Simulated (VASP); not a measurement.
A run of VASP 6.6.1:

INCAR

```
SYSTEM = TiCo3
PREC = Accurate ; ENCUT = 520
EDIFF = 1E-7 ; ISMEAR = -1
SIGMA = 0.05 ; LREAL = .False.
LASPH = .True. ; NELM = 150
ALGO = Normal ; ISIF = 2
LWAVE = .False. ; LCHARG = .False.
ISPIN = 2 ; MAGMOM = 0 2 2 2
LORBIT = 11 ; LMAXMIX = 4
GGA = PS ; NBANDS = 32
```

The input KPOINTS:

```
Automatic mesh
0
Gamma
  10 10 10
  0 0 0
```

File POSCAR:

```
TiCo3
1.0
    3.3424208696      0.0000000000      0.0000000000
    0.0000000000      3.3424208696      0.0000000000
    0.0000000000      0.0000000000      3.3424208696
Ti Co
1 3
Direct
    0.0000000000      0.0000000000      0.0000000000
    0.0000000000      0.5000000000      0.5000000000
    0.5000000000      0.0000000000      0.5000000000
    0.5000000000      0.5000000000      0.0000000000
```

Potentials or basis: VASP PAW PBE potentials, release 64 (Ti_sv, Co).

Command:

```bash
$ cat potpaw_PBE.64/Ti_sv/POTCAR potpaw_PBE.64/Co/POTCAR > POTCAR
$ mpirun -np 1 vasp_std > vasp.out
```

Hardware: 1 thread of Intel(R) Xeon(R) 6975P-C (Granite Rapids), on a shared host.

**Question.** How long does it take, and how much memory?

**Answer.** Run time: 78 s on 1 thread of Intel(R) Xeon(R) 6975P-C (Granite Rapids), on a shared host, peak memory 0.24 GiB. Counts: scf iterations 19, k points 56.
